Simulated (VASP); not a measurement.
# As (R-3m) in VASP: further runs

Runs on As. Level: PBE. Tasks: single point.

All numbers are computed with VASP 6.6.1; they aren't measurements. Logs are shortened: lines on timing, memory, paths and dates and some standing lists are left out, and cuts for length are marked.

## Step 1: The cell of the first run

The structure is trigonal, space group R-3m (No. 166). Conventional cell: a = 3.794 Å, b = 3.794 Å, c = 10.261 Å, α = 90.00°, β = 90.00°, γ = 120.00°. Within 3.4 Å of As (site symmetry 3m) lie 6 As at 2.54 to 3.06 Å.

## Step 2: Single point, PBE (volume scaled by 0.94, then relaxed in part)

Contents of INCAR:

```
PREC = Accurate
ENCUT = 520
EDIFF = 1E-7
ISMEAR = 0
SIGMA = 0.1
LREAL = False
LASPH = True
NELM = 100
ALGO = Normal
ISIF = 2
LWAVE = False
LCHARG = False
GGA = PE
NBANDS = 12
```

Contents of KPOINTS:

```
regular mesh
0
Gamma
  12 12 12
```

Contents of POSCAR:

```
As
1.0
    1.8969491736      1.0952041160      3.4204821181
   -1.8969491736      1.0952041160      3.4204821181
    0.0000000000     -2.1904082321      3.4204821181
As
2
Direct
    0.7706329838      0.7706329838      0.7706329838
    0.2293670162      0.2293670162      0.2293670162
```

Potentials or basis: VASP PAW PBE potentials, release 64 (As).

Started as:

```bash
> cat potpaw_PBE.64/As/POTCAR > POTCAR
> mpirun -np 1 vasp_std > vasp.out
```

OUTCAR:

```text
PREC = Accurate
   ENCUT = 520
   EDIFF = 1E-7
   ISMEAR = 0
   LREAL = False
   LASPH = True
   NELM = 100
   ISIF = 2
   GGA = PE

 ion  position               nearest neighbor table
   1  0.771  0.771  0.771-   2 2.54   2 2.54   2 2.54
   2  0.229  0.229  0.229-   1 2.54   1 2.54   1 2.54

  LATTYP: Found a trigonal (rhomboedric) cell.
 ALAT       =     4.0617220662
 COS(alpha) =     0.5637645246

  Lattice vectors:

 A1 = (   1.8969491736,   1.0952041160,   3.4204821181)
 A2 = (  -1.8969491736,   1.0952041160,   3.4204821181)
 A3 = (   0.0000000000,  -2.1904082321,   3.4204821181)

Analysis of symmetry for initial positions (statically):
=====================================================================
 Subroutine PRICEL returns:
 Original cell was already a primitive cell.

 Routine SETGRP: Setting up the symmetry group for a
 trigonal (rhombohedral) supercell.

 Subroutine GETGRP returns: Found 12 space group operations
 (whereof 12 operations were pure point group operations)
 out of a pool of 12 trial point group operations.

The static configuration has the point symmetry D_3d.

Analysis of symmetry for dynamics (positions and initial velocities):
=====================================================================
 Subroutine PRICEL returns:
 Original cell was already a primitive cell.

 Routine SETGRP: Setting up the symmetry group for a
 trigonal (rhombohedral) supercell.

 Subroutine GETGRP returns: Found 12 space group operations
 (whereof 12 operations were pure point group operations)
 out of a pool of 12 trial point group operations.

The dynamic configuration has the point symmetry D_3d.

 Subroutine INISYM returns: Found 12 space group operations
 (whereof 12 operations are pure point group operations),
 and found     1 'primitive' translations

----------------------------------------------------------------------------------------

                                     Primitive cell

  volume of cell :      42.6373

  direct lattice vectors                    reciprocal lattice vectors
     1.896949174  1.095204116  3.420482118     0.263581126  0.152178634  0.097452149
    -1.896949174  1.095204116  3.420482118    -0.263581126  0.152178634  0.097452149
     0.000000000 -2.190408232  3.420482118     0.000000000 -0.304357269  0.097452149

  length of vectors
     4.061722066  4.061722066  4.061722066     0.319578266  0.319578266  0.319578266
[... 82 lines left out ...]
   LREAL  =      F    real-space projection
   EDIFFG = 0.1E-05   stopping-criterion for IOM
   NSW    =      0    number of steps for IOM
   IBRION =     -1    ionic relax: 0-MD 1-quasi-New 2-CG
   NFREE  =      0    steps in history (QN), initial steepest desc. (CG)
   ISIF   =      2    stress and relaxation
   ISYM   =      2    0-nonsym 1-usesym 2-fastsym
   POTIM  = 0.5000    time-step for ionic-motion
   TEBEG  =    0.0;   TEEND  =   0.0 temperature during run
   PSTRESS=    0.0 pullay stress
   NELECT =      10.0000    total number of electrons
   NUPDOWN=      -1.0000    fix difference up-down
   EMIN   =  10.00;   EMAX   =-10.00  energy-range for DOS
   EFERMI =   0.00;   METHOD = LEGACY
   ISMEAR =     0;   SIGMA  =   0.10  broadening in eV -4-tet -1-fermi 0-gaus
   EFERMI_NEDOS =   21; number of points for ismear=-14 and -15
   IALGO  =     38    algorithm
   IMIX   =      4    mixing-type and parameters
     AMIX     =   0.40;   BMIX     =  1.00
     AMIX_MAG =   1.60;   BMIX_MAG =  1.00
  volume/ion in A,a.u.               =      21.32       143.87
  Fermi-wavevector in a.u.,A,eV,Ry     =   1.009590  1.907849 13.868038  1.019272
  Thomas-Fermi vector in A             =   2.142528
   LORBIT       =      0    0 simple, 1 ext, 2 COOP (PROOUT), +10 PAW based schemes
   GGA     = PE    functional components
   LHFCALC =     F    Hartree Fock is set to
   AEXX    =    0.0000 exact exchange contribution
   IVDW    =     0    specifies the selected vdW correction
   LEPSILON=     F    determine dielectric tensor
   LRPA    =     F    only Hartree local field effects (RPA)
 non-spin polarized calculation
 Gauss-broadening in eV      SIGMA  =   0.10
  energy-cutoff  :      520.00
  volume of cell :       42.64
 maximum number of plane-waves:      1165
   NGX = 15   NGY = 15   NGZ = 15

 number of electron      10.0000000 magnetization

 Free energy of the ion-electron system (eV)
  ---------------------------------------------------
  ext. energy  EPLUGINS =         0.00000000
  ---------------------------------------------------
  free energy    TOTEN  =        -9.32674311 eV

  energy without entropy =       -9.32606717  energy(sigma->0) =       -9.32640514

 E-fermi :   5.5181     XC(G=0): -10.0333

 val. band max:        5.4925320489   @ k =   0.4167   0.0833   0.0833
 cond. band min:       5.5606801108   @ k =   0.3333   0.1667   0.1667
 fundamental gap:      0.0681480619
 Fermi energy:         5.5180811580

 k-point     1 :       0.0000    0.0000    0.0000
  band No.  band energies     occupation
      1      -9.4574      2.00000
      2      -0.1705      2.00000
      3       3.1424      2.00000
      4       3.5027      2.00000
      5       3.5027      2.00000
      6       7.5180      0.00000
      7       8.5792      0.00000
      8       8.5792      0.00000
      9      12.1308      0.00000
     10      12.1308      0.00000
     11      12.5226      0.00000
     12      14.1033      0.00000
[... 331 lines left out ...]
 k-point    24 :      -0.4167    0.1667   -0.0000
  band No.  band energies     occupation
      1      -6.4730      2.00000
      2      -5.4885      2.00000
      3       1.0282      2.00000
      4       2.6902      2.00000
      5       3.5951      2.00000
      6       6.6888      0.00000
      7       6.9894      0.00000
      8       9.0660      0.00000
      9      13.5245      0.00000
     10      14.4538      0.00000
     11      15.2635      0.00000
     12      17.8477      0.00000

 [... further k-points ...]
[... 5 lines left out ...]
  --------------------------------------------------------------------------------------
  -------------------------------------------------------------------------------------
  Total        0.6863470      0.6863470      0.6527939     -0.0000000     -0.0000000      0.0000000
  in kB       25.7908114     25.7908114     24.5299863     -0.0000000     -0.0000000      0.0000000
  external PRESSURE =      25.3705364 kB  Pullay stress =       0.0000000 kB

 VOLUME and BASIS-vectors are now :
 -----------------------------------------------------------------------------
  energy-cutoff  :      520.00
  volume of cell :       42.64
      direct lattice vectors                 reciprocal lattice vectors
     1.896949174  1.095204116  3.420482118     0.263581126  0.152178634  0.097452149
    -1.896949174  1.095204116  3.420482118    -0.263581126  0.152178634  0.097452149
     0.000000000 -2.190408232  3.420482118     0.000000000 -0.304357269  0.097452149

 POSITION                                       TOTAL-FORCE (eV/Angst)
 -----------------------------------------------------------------------------------
      0.00000     -0.00000      7.90781         0.000000      0.000000     -0.045296
      0.00000     -0.00000      2.35364         0.000000     -0.000000      0.045296
 -----------------------------------------------------------------------------------
    total drift:                                0.000000      0.000000     -0.000000

  FREE ENERGIE OF THE ION-ELECTRON SYSTEM (eV)
  ---------------------------------------------------
  free  energy   TOTEN  =        -9.3267431098 eV

  energy  without entropy=       -9.3260671734  energy(sigma->0) =       -9.32640514
```

stdout:

```text
POSCAR found type information on POSCAR As
 POSCAR found :  1 types and       2 ions
 scaLAPACK will be used
 LDA part: xc-table for (Slater+PW92), standard interpolation
 POSCAR, INCAR and KPOINTS ok, starting setup
 FFT: planning ... GRIDC
 FFT: planning ... GRID_SOFT
 FFT: planning ... GRID
 WAVECAR not read
 entering main loop
```

Run time: 60 s. Hardware: 1 thread of AMD EPYC 7R43 (Zen 3), shared host; peak memory 0.19 GiB.

Results:

* Free energy: -9.3267 eV
* Pressure: 2.5 GPa
* Largest force: 0.045 eV/Å
* Band gap on the k mesh: zero (band 5 reaches 5.56 eV, above the bottom of band 6 at 5.23 eV)

Forces in eV/Å, atoms in the order of the input:
```
As   0.000  0.000 -0.045
As   0.000  0.000  0.045
```

Stress tensor (GPa, compression positive):
```
2.58 0.00 0.00
0.00 2.58 0.00
0.00 0.00 2.45
```

Levels at points of the mesh, in eV from the Fermi level:
```
           k point  band 2  band 3  band 4  band 5  band 6  band 7  band 8  band 9
(0.00, 0.00, 0.00)   -5.69   -2.38   -2.02   -2.02    2.00    3.06    3.06    6.61
(0.50, 0.00, 0.00)  -11.15   -2.59   -2.46   -0.29   -0.29    0.31    1.05    9.30
(0.50, 0.50, 0.00)   -9.53   -6.14   -4.25   -4.16    1.64    5.58    6.71    7.49
(0.50, 0.50, 0.50)  -10.20   -1.68   -1.68   -0.64    0.52    0.52    1.64    8.36
```

Caveat: the cell differs from its parent crystal (volume scaled by 0.94, then relaxed in part).

## Step 3: Single point, PBE (volume scaled by 0.97, then relaxed in part)

Contents of INCAR:

```
  ALGO = Normal
  EDIFF = 1E-7
  ENCUT = 520
  GGA = PE
  ISIF = 2
  ISMEAR = 0
  LASPH = T
  LCHARG = T
  LELF = T
  LREAL = F
  LVHAR = T
  LWAVE = F
  NBANDS = 12
  NELM = 60
  PREC = Accurate
  SIGMA = 0.1
```

Contents of KPOINTS:

```
k-points
0
Gamma
  12 12 12
```

Contents of POSCAR:

```
As
1.0
    1.9028250291      1.0985965428      3.5078812548
   -1.9028250291      1.0985965428      3.5078812548
    0.0000000000     -2.1971930856      3.5078812548
As
2
Direct
    0.7721723213      0.7721723213      0.7721723213
    0.2278276787      0.2278276787      0.2278276787
```

Potentials or basis: VASP PAW PBE potentials, release 64 (As).

Started as:

```bash
> cat potpaw_PBE.64/As/POTCAR > POTCAR
> mpirun -np 1 vasp_std > vasp.out
```

Run time: 62 s. Hardware: 1 thread of AMD EPYC 7R43 (Zen 3), shared host; peak memory 0.19 GiB.

It converged, with:

| Quantity | Value |
| --- | --- |
| Free energy | -9.3402 eV |
| Pressure | 1.2 GPa |
| Largest force | 0.047 eV/Å |
| Band gap on the k mesh | zero (band 5 reaches 5.20 eV, above the bottom of band 6 at 4.90 eV) |

Forces in eV/Å, atoms in the order of the input:
```
As   0.000  0.000 -0.047
As   0.000  0.000  0.047
```

Stress tensor (GPa, compression positive):
```
1.20 0.00 0.00
0.00 1.20 0.00
0.00 0.00 1.10
```

Levels at points of the mesh, in eV from the Fermi level:
| k point | band 2 | band 3 | band 4 | band 5 | band 6 | band 7 | band 8 | band 9 |
| --- | --- | --- | --- | --- | --- | --- | --- | --- |
| (0.00, 0.00, 0.00) | -5.89 | -2.39 | -1.94 | -1.94 | 1.81 | 2.94 | 2.94 | 6.78 |
| (0.50, 0.00, 0.00) | -10.98 | -2.64 | -2.59 | -0.34 | -0.29 | 0.36 | 1.26 | 9.06 |
| (0.50, 0.50, 0.00) | -9.57 | -5.90 | -4.10 | -4.00 | 1.64 | 5.36 | 6.67 | 7.15 |
| (0.50, 0.50, 0.50) | -9.96 | -1.65 | -1.65 | -0.65 | 0.70 | 0.70 | 1.69 | 8.12 |

Caveat: the cell differs from its parent crystal (volume scaled by 0.97, then relaxed in part).

## Step 4: Single point, PBE

This run uses another cell than the first one, of 22.68 Å³/atom, 1.064 times its volume.

Contents of INCAR:

```
PREC     = Accurate       # precision mode
ENCUT    = 520            # plane-wave cutoff, eV
EDIFF    = 1E-6           # SCF threshold, eV
ISMEAR   = 0              # smearing method
SIGMA    = 0.1            # smearing width, eV
LREAL    = False          # projectors in reciprocal space
LASPH    = True           # aspherical terms in the spheres
NELM     = 80             # most SCF steps
ALGO     = Normal         # electronic algorithm
ISIF     = 2              # what is computed and relaxed
LWAVE    = False          # write WAVECAR
LCHARG   = False          # write CHGCAR
GGA      = PE             # functional
NBANDS   = 12             # bands
```

Contents of KPOINTS:

```
regular mesh
0
Gamma
  12 12 12
```

Contents of POSCAR:

```
As
1.0
    1.9037719746      1.0991432620      3.6127757197
   -1.9037719746      1.0991432620      3.6127757197
    0.0000000000     -2.1982865240      3.6127757197
As
2
Direct
    0.7737842775      0.7737842775      0.7737842775
    0.2262157225      0.2262157225      0.2262157225
```

Started as:

```bash
> cat potpaw_PBE.64/As/POTCAR > POTCAR
> mpirun -np 1 vasp_std > vasp.out
```

Wall time 54 s (1 thread of AMD EPYC 7R43 (Zen 3), shared host); peak memory 0.2 GiB.

The run converged. Its results:

```yaml
Free_energy: -9.3438 eV
Pressure: 0.3 GPa
Largest_force: 0.049 eV/Å
Band_gap_on_the_k_mesh: zero (band 5 reaches 5.00 eV, above the bottom of band 6 at 4.62 eV)
```

Forces in eV/Å, atoms in the order of the input:
```
As   0.000  0.000 -0.049
As   0.000  0.000  0.049
```

Stress tensor (GPa, compression positive):
```
0.29 0.00 0.00
0.00 0.29 0.00
0.00 0.00 0.19
```

Levels at points of the mesh, in eV from the Fermi level:
```tsv
k point	band 2	band 3	band 4	band 5	band 6	band 7	band 8	band 9
(0.00, 0.00, 0.00)	-6.12	-2.46	-1.89	-1.89	1.58	2.78	2.78	6.94
(0.50, 0.00, 0.00)	-10.86	-2.79	-2.73	-0.47	-0.31	0.38	1.45	8.76
(0.50, 0.50, 0.00)	-9.65	-5.70	-4.00	-3.87	1.58	5.10	6.62	6.74
(0.50, 0.50, 0.50)	-9.77	-1.65	-1.65	-0.65	0.87	0.87	1.70	7.86
```

## Step 5: Single point, PBE

This run uses another cell than the first one, of 22.68 Å³/atom, 1.064 times its volume.

Contents of INCAR:

```
SYSTEM = As
PREC = Accurate
ENCUT = 520
EDIFF = 1E-6
ISMEAR = 0
SIGMA = 0.1
LREAL = .FALSE.
LASPH = .TRUE.
NELM = 80
ALGO = Normal
ISIF = 2
LWAVE = .FALSE.
LCHARG = .FALSE.
GGA = PE
NBANDS = 12
```

Contents of KPOINTS:

```
Automatic mesh
0
G
  12 12 12
  0 0 0
```

POSCAR is that of step 4.

Started as:

```bash
> cat potpaw_PBE.64/As/POTCAR > POTCAR
> mpirun -np 1 vasp_std > vasp.out
```

Run time: 54 s. Hardware: 1 thread of AMD EPYC 7R43 (Zen 3), shared host; peak memory 0.2 GiB.

It converged, with:

- Free energy: -9.3438 eV
- Pressure: 0.3 GPa
- Largest force: 0.049 eV/Å
- Band gap on the k mesh: zero (band 5 reaches 5.00 eV, above the bottom of band 6 at 4.62 eV)

Forces in eV/Å, atoms in the order of the input:
```
As   0.000  0.000 -0.049
As   0.000  0.000  0.049
```

Stress tensor (GPa, compression positive):
```
0.29 0.00 0.00
0.00 0.29 0.00
0.00 0.00 0.19
```

Levels at points of the mesh, in eV from the Fermi level:
| k point | band 2 | band 3 | band 4 | band 5 | band 6 | band 7 | band 8 | band 9 |
| --- | --- | --- | --- | --- | --- | --- | --- | --- |
| (0.00, 0.00, 0.00) | -6.12 | -2.46 | -1.89 | -1.89 | 1.58 | 2.78 | 2.78 | 6.94 |
| (0.50, 0.00, 0.00) | -10.86 | -2.79 | -2.73 | -0.47 | -0.31 | 0.38 | 1.45 | 8.76 |
| (0.50, 0.50, 0.00) | -9.65 | -5.70 | -4.00 | -3.87 | 1.58 | 5.10 | 6.62 | 6.74 |
| (0.50, 0.50, 0.50) | -9.77 | -1.65 | -1.65 | -0.65 | 0.87 | 0.87 | 1.70 | 7.86 |

## Step 6: Summary

```tsv
cell	gap on the mesh (eV)	pressure (GPa)	largest force (eV/Å)
a = 4.062 Å, angles 55.7°, 2 atoms	none	2.5	0.05
a = 4.139 Å, angles 54.7°, 2 atoms	none	1.2	0.05
a = 4.229 Å, angles 53.5°, 2 atoms	none	0.3	0.05
```

Alike in all rows: task single point; level PBE; potentials or basis VASP PAW PBE potentials, release 64 (As); no spin polarisation; k mesh 12 × 12 × 12; cutoff (eV) 520; smearing gaussian 0.1 eV.

Absolute energies hang on the potentials; compare differences alone.
